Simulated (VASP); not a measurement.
# Ni (Fm-3m) in VASP: further runs

Runs on Ni. Level: PBE. Tasks: single point.

All numbers are computed with VASP 6.6.1; they aren't measurements. Logs are shortened: lines on timing, memory, paths and dates and some standing lists are left out, and cuts for length are marked.

## 1. The cell of the first run

It takes space group Fm-3m (No. 225, cubic). The conventional cell has a = 3.542 Å, b = 3.542 Å, c = 3.542 Å, α = 90.00°, β = 90.00°, γ = 90.00°. Within 3.3 Å of Ni (site symmetry m-3m) lie 12 Ni at 2.50 Å.

## 2. Single point, PBE

Input file INCAR:

```
PREC     = Accurate       # precision mode
ENCUT    = 520            # plane-wave cutoff, eV
EDIFF    = 1E-7           # SCF threshold, eV
ISMEAR   = -1             # smearing method
SIGMA    = 0.1            # smearing width, eV
LREAL    = F              # projectors in reciprocal space
LASPH    = T              # aspherical terms in the spheres
NELM     = 80             # most SCF steps
ALGO     = Normal         # electronic algorithm
ISIF     = 2              # what is computed and relaxed
LWAVE    = F              # write WAVECAR
LCHARG   = F              # write CHGCAR
GGA      = PE             # functional
ISYM     = 0            
NBANDS   = 17             # bands
```

Input file KPOINTS:

```
regular mesh
0
Gamma
  12 7 10
```

Input file POSCAR:

```
Ni
1.0
    0.0000000000     -1.7710500000     -1.7710500000
   -3.5421000000     -1.7710500000     -1.7710500000
    0.0000000000      1.7710500000     -1.7710500000
Ni
2
Direct
    0.0000000000      0.0000000000      0.0000000000
    0.0000000000      0.5000000000      0.5000000000
```

Potentials or basis: VASP PAW PBE potentials, release 64 (Ni).

The run is started by

```
$ cat potpaw_PBE.64/Ni/POTCAR > POTCAR
$ mpirun -np 1 vasp_std > vasp.out
```

OUTCAR:

```text
PREC = Accurate
   ENCUT = 520
   EDIFF = 1E-7
   ISMEAR = -1
   LREAL = F
   LASPH = T
   NELM = 80
   ISIF = 2
   GGA = PE
   ISYM = 0

 ion  position               nearest neighbor table
   1  0.000  0.000  0.000-   2 2.50   2 2.50   2 2.50   2 2.50   2 2.50   2 2.50   2 2.50   2 2.50

   2  0.000  0.500  0.500-   1 2.50   1 2.50   1 2.50   1 2.50   1 2.50   1 2.50   1 2.50   1 2.50

IMPORTANT INFORMATION: All symmetrisations will be switched off!
NOSYMM: (Re-)initialisation of all symmetry stuff for point group C_1.

----------------------------------------------------------------------------------------

                                     Primitive cell

  volume of cell :      22.2204

  direct lattice vectors                    reciprocal lattice vectors
     0.000000000 -1.771050000 -1.771050000     0.282318399 -0.282318399 -0.282318399
    -3.542100000 -1.771050000 -1.771050000    -0.282318399  0.000000000  0.000000000
     0.000000000  1.771050000 -1.771050000     0.000000000  0.282318399 -0.282318399

  length of vectors
     2.504642930  4.338168809  2.504642930     0.488989810  0.282318399  0.399258508

  position of ions in fractional coordinates (direct lattice)
     0.000000000  0.000000000  0.000000000
     0.000000000  0.500000000  0.500000000

  ion indices of the primitive-cell ions
   primitive index   ion index
                 1           1
                 2           2

----------------------------------------------------------------------------------------

 KPOINTS: regular mesh

Automatic generation of k-mesh.
 Grid dimensions read from file:
 generate k-points for:   12    7   10

 Generating k-lattice:

  Cartesian coordinates                     Fractional coordinates (reciprocal lattice)
     0.023526533 -0.023526533 -0.023526533     0.083333333  0.000000000  0.000000000
    -0.040331200  0.000000000  0.000000000     0.000000000  0.142857143  0.000000000
     0.000000000  0.028231840 -0.028231840     0.000000000  0.000000000  0.100000000

  Length of vectors
     0.040749151  0.040331200  0.039925851

  Shift w.r.t. Gamma in fractional coordinates (k-lattice)
     0.000000000  0.000000000  0.000000000

 -----------------------------------------------------------------------------
|                                                                             |
|           W    W    AA    RRRRR   N    N  II  N    N   GGGG   !!!           |
|           W    W   A  A   R    R  NN   N  II  NN   N  G    G  !!!           |
|           W    W  A    A  R    R  N N  N  II  N N  N  G       !!!           |
|           W WW W  AAAAAA  RRRRR   N  N N  II  N  N N  G  GGG   !            |
|           WW  WW  A    A  R   R   N   NN  II  N   NN  G    G                |
|           W    W  A    A  R    R  N    N  II  N    N   GGGG   !!!           |
|                                                                             |
|     Your reciprocal lattice and k-lattice belong to different lattice       |
|     classes:                                                                |
|                                                                             |
|        The reciprocal lattice is simple tetragonal,                         |
|        whereas your k-lattice is simple monoclinic.                         |
|                                                                             |
|     Results are often still useful ...                                      |
|                                                                             |
 -----------------------------------------------------------------------------

 WARNING: IBZKPT: internal override: KBLOWUP is changed to .FALSE.
      ... skipping the blow-up phase ...

 Subroutine IBZKPT returns following result:
 ===========================================

 Found    422 irreducible k-points:

 Following reciprocal coordinates:
            Coordinates               Weight
  0.000000  0.000000  0.000000      1.000000
  0.083333  0.000000  0.000000      2.000000
  0.166667  0.000000  0.000000      2.000000
  0.250000  0.000000  0.000000      2.000000
  0.333333  0.000000  0.000000      2.000000
  0.416667  0.000000  0.000000      2.000000
[... 16 lines left out ...]
  0.250000  0.285714  0.000000      2.000000
  0.333333  0.285714  0.000000      2.000000
 [... further k-points ...]
   k-points           NKPTS =    422   k-points in BZ     NKDIM =    422   number of bands    NBANDS=     17
   number of dos      NEDOS =    301   number of ions     NIONS =      2
   total plane-waves  NPLWV =  12800
   dimension x,y,z NGX =    20 NGY =   32 NGZ =   20
   dimension x,y,z NGXF=    40 NGYF=   64 NGZF=   40
   ions per type =               2
   NGX,Y,Z   is equivalent  to a cutoff of  13.28, 12.26, 13.28 a.u.
   NGXF,Y,Z  is equivalent  to a cutoff of  26.55, 24.53, 26.55 a.u.
 SYSTEM =  unknown system
   PREC   = accura    normal or accurate (medium, high low for compatibility)
   ISTART =      0    job   : 0-new  1-cont  2-samecut
   ICHARG =      2    charge: 1-file 2-atom 10-const
   ISPIN  =      1    spin polarized calculation?
   LNONCOLLINEAR =      F non collinear calculations
   LSORBIT =      F    spin-orbit coupling
   LASPH  =      T    aspherical Exc in radial PAW
   ENCUT  =  520.0 eV  38.22 Ry    6.18 a.u.   4.66  8.07  4.66*2*pi/ulx,y,z
   NELM   =     80;   NELMIN=  2; NELMDL= -5     # of ELM steps
   EDIFF  = 0.1E-06   stopping-criterion for ELM
   LREAL  =      F    real-space projection
   EDIFFG = 0.1E-05   stopping-criterion for IOM
   NSW    =      0    number of steps for IOM
   IBRION =     -1    ionic relax: 0-MD 1-quasi-New 2-CG
   NFREE  =      0    steps in history (QN), initial steepest desc. (CG)
   ISIF   =      2    stress and relaxation
   ISYM   =      0    0-nonsym 1-usesym 2-fastsym
   POTIM  = 0.5000    time-step for ionic-motion
   TEBEG  =    0.0;   TEEND  =   0.0 temperature during run
   PSTRESS=    0.0 pullay stress
   NELECT =      20.0000    total number of electrons
   NUPDOWN=      -1.0000    fix difference up-down
   EMIN   =  10.00;   EMAX   =-10.00  energy-range for DOS
   EFERMI =   0.00;   METHOD = LEGACY
   ISMEAR =    -1;   SIGMA  =   0.10  broadening in eV -4-tet -1-fermi 0-gaus
   EFERMI_NEDOS =   21; number of points for ismear=-14 and -15
   IALGO  =     38    algorithm
   IMIX   =      4    mixing-type and parameters
     AMIX     =   0.40;   BMIX     =  1.00
     AMIX_MAG =   1.60;   BMIX_MAG =  1.00
  volume/ion in A,a.u.               =      11.11        74.98
  Fermi-wavevector in a.u.,A,eV,Ry     =   1.580644  2.986984 33.993269  2.498435
  Thomas-Fermi vector in A             =   2.680840
   LORBIT       =      0    0 simple, 1 ext, 2 COOP (PROOUT), +10 PAW based schemes
   GGA     = PE    functional components
   LHFCALC =     F    Hartree Fock is set to
   AEXX    =    0.0000 exact exchange contribution
   IVDW    =     0    specifies the selected vdW correction
   LEPSILON=     F    determine dielectric tensor
   LRPA    =     F    only Hartree local field effects (RPA)
 non-spin polarized calculation
  energy-cutoff  :      520.00
  volume of cell :       22.22
 maximum number of plane-waves:       616
   NGX =  9   NGY = 17   NGZ =  9

 number of electron      19.9999987 magnetization

 Free energy of the ion-electron system (eV)
  ---------------------------------------------------
  ext. energy  EPLUGINS =         0.00000000
  ---------------------------------------------------
  free energy    TOTEN  =       -10.92423561 eV

  energy without entropy =      -10.74710139  energy(sigma->0) =      -10.83566850

 E-fermi :   8.9201     XC(G=0): -13.1307

 val. band max:        8.9200804499   @ k =   0.0833   0.2857   0.0000
 cond. band min:       8.9203974268   @ k =  -0.2500   0.4286   0.0000
 fundamental gap:      0.0003169769
 Fermi energy:         8.9200857802

 k-point     1 :       0.0000    0.0000    0.0000
  band No.  band energies     occupation
      1       0.1998      2.00000
      2       4.7496      2.00000
      3       5.3257      2.00000
      4       7.1015      2.00000
      5       7.1018      2.00000
      6       7.1043      2.00000
[... 9 lines left out ...]
     16      28.6368      0.00000
     17      31.9969      0.00000

 k-point     2 :       0.0833    0.0000    0.0000
  band No.  band energies     occupation
      1       0.4666      2.00000
      2       4.8459      2.00000
      3       5.4102      2.00000
      4       7.0333      2.00000
      5       7.1597      2.00000
      6       7.1598      2.00000
[... 9 lines left out ...]
     16      29.4621      0.00000
     17      31.4510      0.00000

 k-point     3 :       0.1667    0.0000    0.0000
  band No.  band energies     occupation
      1       1.2411      2.00000
      2       5.1053      2.00000
      3       5.6384      2.00000
      4       6.8662      2.00000
      5       7.2751      2.00000
      6       7.2755      2.00000
[... 9 lines left out ...]
     16      27.5578      0.00000
     17      30.1388      0.00000

 k-point     4 :       0.2500    0.0000    0.0000
  band No.  band energies     occupation
      1       2.4174      2.00000
      2       5.3184      2.00000
      3       5.9872      2.00000
      4       6.7413      2.00000
      5       7.0741      2.00000
      6       7.2967      2.00000
[... 9 lines left out ...]
     16      27.0369      0.00000
     17      30.6433      0.00000
[... 343 lines left out ...]
      1       1.0763      2.00000
      2       5.1084      2.00000
      3       5.5913      2.00000
      4       6.8920      2.00000
      5       7.2607      2.00000
      6       7.2626      2.00000
[... 9 lines left out ...]
     16      28.3799      0.00000
     17      30.0735      0.00000

 k-point    23 :       0.2500    0.2857    0.0000
  band No.  band energies     occupation
      1       1.7546      2.00000
      2       5.4570      2.00000
      3       5.7540      2.00000
      4       6.7248      2.00000
      5       7.3118      2.00000
      6       7.3467      2.00000
[... 9 lines left out ...]
     16      27.2012      0.00000
     17      28.8937      0.00000

 k-point    24 :       0.3333    0.2857    0.0000
  band No.  band energies     occupation
      1       2.8404      2.00000
      2       5.7740      2.00000
      3       5.9574      2.00000
      4       6.5535      2.00000
      5       6.8872      2.00000
      6       7.2239      2.00000
[... 9 lines left out ...]
     16      26.6046      0.00000
     17      27.6722      0.00000

 [... further k-points ...]
[... 5 lines left out ...]
  --------------------------------------------------------------------------------------
  -------------------------------------------------------------------------------------
  Total       -0.5664651     -0.6191560     -0.6191562     -0.0037028      0.0030691     -0.0037028
  in kB      -40.8442813    -44.6434995    -44.6435106     -0.2669826      0.2212914     -0.2669857
  external PRESSURE =     -43.3770971 kB  Pullay stress =       0.0000000 kB

 VOLUME and BASIS-vectors are now :
 -----------------------------------------------------------------------------
  energy-cutoff  :      520.00
  volume of cell :       22.22
      direct lattice vectors                 reciprocal lattice vectors
     0.000000000 -1.771050000 -1.771050000     0.282318399 -0.282318399 -0.282318399
    -3.542100000 -1.771050000 -1.771050000    -0.282318399  0.000000000  0.000000000
     0.000000000  1.771050000 -1.771050000     0.000000000  0.282318399 -0.282318399

 POSITION                                       TOTAL-FORCE (eV/Angst)
 -----------------------------------------------------------------------------------
      0.00000      0.00000      0.00000        -0.000000      0.000000     -0.000000
     -1.77105      0.00000     -1.77105         0.000000     -0.000000      0.000000
 -----------------------------------------------------------------------------------
    total drift:                               -0.000000      0.000000      0.000000

  FREE ENERGIE OF THE ION-ELECTRON SYSTEM (eV)
  ---------------------------------------------------
  free  energy   TOTEN  =       -10.9242356088 eV

  energy  without entropy=      -10.7471013911  energy(sigma->0) =      -10.83566850
```

It took 3.9 min on 1 thread of AMD EPYC 7R13, shared host; peak memory 0.25 GiB.

What came out:

```
Free energy            : -10.9242 eV
Pressure               : -4.3 GPa
Band gap on the k mesh : zero (bands 10 and 11 overlap by 0.63 eV)
```

Levels at points of the mesh, in eV from the Fermi level:
```
           k point  band 6  band 7  band 8  band 9  band 10  band 11  band 12  band 13  band 14  band 15
(0.00, 0.00, 0.00)   -1.82   -0.76   -0.76   -0.06     0.14     0.14     2.58     9.33    14.80    14.80
(0.50, 0.00, 0.00)   -1.86   -0.12   -0.12   -0.04    -0.04    -0.04    -0.04     5.90     5.90    22.13
(0.00, 0.00, 0.50)   -2.23   -1.19   -1.19   -0.78    -0.78     1.38     1.38    11.60    11.60    12.93
(0.50, 0.00, 0.50)   -2.50   -0.83   -0.83    0.14     0.14     7.87     7.87     7.87     7.87    10.07
```

Caveat: the cell stands under tension; the run has no spin polarisation, though such a crystal can be magnetic. Spin polarisation is off, so any magnetic state and its effect on volume and gap are missing.

## 3. Single point, PBE, collinear spin, ferromagnetic start

Input file INCAR:

```
ALGO     = Normal         # electronic algorithm
EDIFF    = 1E-6           # SCF threshold, eV
ENCUT    = 520            # plane-wave cutoff, eV
GGA      = PE             # functional
ISIF     = 2              # what is computed and relaxed
ISMEAR   = -1             # smearing method
ISPIN    = 2              # spin polarisation
ISYM     = 0            
LASPH    = T              # aspherical terms in the spheres
LCHARG   = F              # write CHGCAR
LMAXMIX  = 4              # l up to which the mixer works
LORBIT   = 11             # projections on sites
LREAL    = F              # projectors in reciprocal space
LWAVE    = F              # write WAVECAR
MAGMOM   = 2 2            # initial moments
NBANDS   = 21             # bands
NELM     = 150            # most SCF steps
PREC     = Accurate       # precision mode
SIGMA    = 0.1            # smearing width, eV
```

Input file KPOINTS:

```
k-points
0
Gamma
  12 7 10
```

POSCAR is that of step 2.

Potentials or basis: VASP PAW PBE potentials, release 64 (Ni).

The run is started by

```
$ cat potpaw_PBE.64/Ni/POTCAR > POTCAR
$ mpirun -np 1 vasp_std > vasp.out
```

Run time: 11 min. Hardware: 1 thread of AMD EPYC 7R13, shared host; peak memory 0.36 GiB.

It converged, with:

```yaml
Free_energy: -10.9925 eV
Pressure: -3.4 GPa
Net_moment: 1.26 μB per cell
Site_moments: Ni +0.65 μB
Valence_electrons_inside_the_program's_atomic_spheres: Ni 9.27
```

Stress tensor (GPa, compression positive):
```
-3.43 -0.01 -0.01
-0.01 -3.39  0.06
-0.01  0.06 -3.39
```

Levels at points of the mesh, in eV from the Fermi level:
Spin up:
| k point | band 7 | band 8 | band 9 | band 10 | band 11 | band 12 | band 13 | band 14 | band 15 | band 16 |
| --- | --- | --- | --- | --- | --- | --- | --- | --- | --- | --- |
| (0.00, 0.00, 0.00) | -1.24 | -1.24 | -0.55 | -0.47 | -0.47 | 2.45 | 9.04 | 14.64 | 14.64 | 19.47 |
| (0.50, 0.00, 0.00) | -0.60 | -0.60 | -0.60 | -0.60 | -0.24 | -0.24 | 5.52 | 5.53 | 22.05 | 22.06 |
| (0.00, 0.00, 0.50) | -1.65 | -1.65 | -1.36 | -1.36 | 0.92 | 0.92 | 11.35 | 11.35 | 12.71 | 12.71 |
| (0.50, 0.00, 0.50) | -1.30 | -1.30 | -0.47 | -0.47 | 7.62 | 7.62 | 7.63 | 7.63 | 9.83 | 9.83 |
Spin down:
```tsv
k point	band 7	band 8	band 9	band 10	band 11	band 12	band 13	band 14
(0.00, 0.00, 0.00)	-0.64	-0.63	0.08	0.38	0.39	2.40	9.29	14.65
(0.50, 0.00, 0.00)	-0.31	-0.31	0.16	0.16	0.16	0.16	5.95	5.95
(0.00, 0.00, 0.50)	-1.08	-1.08	-0.55	-0.55	1.51	1.51	11.53	11.53
(0.50, 0.00, 0.50)	-0.72	-0.72	0.39	0.39	7.80	7.80	7.80	7.80
```

Caveat: the cell stands under tension.
